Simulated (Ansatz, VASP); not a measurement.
**Two plane-wave programs on CdS**

INCAR

```
SYSTEM = CdS
PREC = Accurate
ENCUT = 520
EDIFF = 1E-8
ISMEAR = -1
SIGMA = 0.02
LREAL = .FALSE.
LASPH = .TRUE.
NELM = 80
ALGO = Normal
ISIF = 2
LWAVE = .FALSE.
LCHARG = .FALSE.
GGA = PE
LEFG = .TRUE.
NBANDS = 16
```

File KPOINTS:

```
regular mesh
0
G
  7 7 7
  0 0 0
```

File POSCAR:

```
CdS
1.0
    0.0000000000      2.9331107376      2.9331107376
    2.9331107376      0.0000000000      2.9331107376
    2.9331107376      2.9331107376      0.0000000000
Cd S
1 1
Direct
    0.0000000000      0.0000000000      0.0000000000
    0.7500000000      0.7500000000      0.7500000000
```

Input for Ansatz:

```yaml
crystal:
  lattice:
    - [0.0, 2.9331107376, 2.9331107376]
    - [2.9331107376, 0.0, 2.9331107376]
    - [2.9331107376, 2.9331107376, 0.0]
  atoms:
    - { symbol: Cd, position: [0.0, 0.0, 0.0] }
    - { symbol: S, position: [0.75, 0.75, 0.75] }
kpoints:
  mp_grid: { grid: [7, 7, 7] }
scf:
  occupations: { method: fermi_dirac, width: 0.02 }
hamiltonian:
  xc: pbe
  pseudopotentials: { kind: paw }
output:
  forces: true
  stress: true
  eigenvalues: true
  efg: { contact_densities: true }
```

Change from the starting cell: volume scaled by 0.99, PAW files.

Alike in both runs: task electric field gradients; functional PBE; k mesh 7 × 7 × 7; occupations fermi-dirac, width 0.02 eV; no spin polarisation.

|  | VASP | Ansatz |
| --- | --- | --- |
| version | VASP 6.6.1 | Ansatz 0.2.0 |
| potentials or method | VASP PAW PBE potentials, release 64 (Cd, S) | PAW with Ansatz's default frozen-core files, scalar-relativistic |
| plane-wave cutoff (eV) | 520 | 420 |
| valence electrons in the cell | 18 | 26 |

```csv
,VASP,Ansatz,Ansatz less VASP
gap on the k mesh at the Fermi level (eV),1.11,1.11,-0.004
pressure (GPa),2.1,1.8,-0.34
```

With one functional, cell and mesh, what is left measures potentials, basis and numerics. VASP's potentials hold 18 valence electrons a cell and Ansatz's 26, so a difference there can come from the potentials and not from the codes.
